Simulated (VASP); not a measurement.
Here is a VASP 6.6.1 calculation.

INCAR

```
SYSTEM = PbS
  PREC = Accurate
  ENCUT = 520
  EDIFF = 1E-7
  ISMEAR = 0
  SIGMA = 0.01
  LREAL = .False.
  LASPH = .True.
  NELM = 100
  ALGO = Normal
  ISIF = 2
  LWAVE = .False.
  LCHARG = .True.
  GGA = PE
  LELF = .True.
  LVHAR = .True.
  NBANDS = 17
```

The input KPOINTS:

```
regular mesh
0
Gamma
  4 4 4
  0 0 0
```

File POSCAR:

```
PbS
1.0
    0.0000000000      3.3009775006      3.3009775006
    3.3009775006      0.0000000000      3.3009775006
    3.3009775006      3.3009775006      0.0000000000
Pb S
1 1
Direct
    0.0000000000      0.0000000000      0.0000000000
    0.2500000000      0.2500000000      0.2500000000
```

Potentials or basis: VASP PAW PBE potentials, release 64 (Pb_d, S).

Command:

```console
$ cat potpaw_PBE.64/Pb_d/POTCAR potpaw_PBE.64/S/POTCAR > POTCAR
$ mpirun -np 1 vasp_std > vasp.out
```

Problem. Estimate the pressure.

Solution. 0.7 GPa.

Problem. Predict the band gap on the k mesh.

Solution. 0.80 eV, indirect (least direct gap 1.27 eV).

Caveat: spin-orbit coupling is left out, which moves the levels of the heavy elements. A k mesh can miss the band edges.
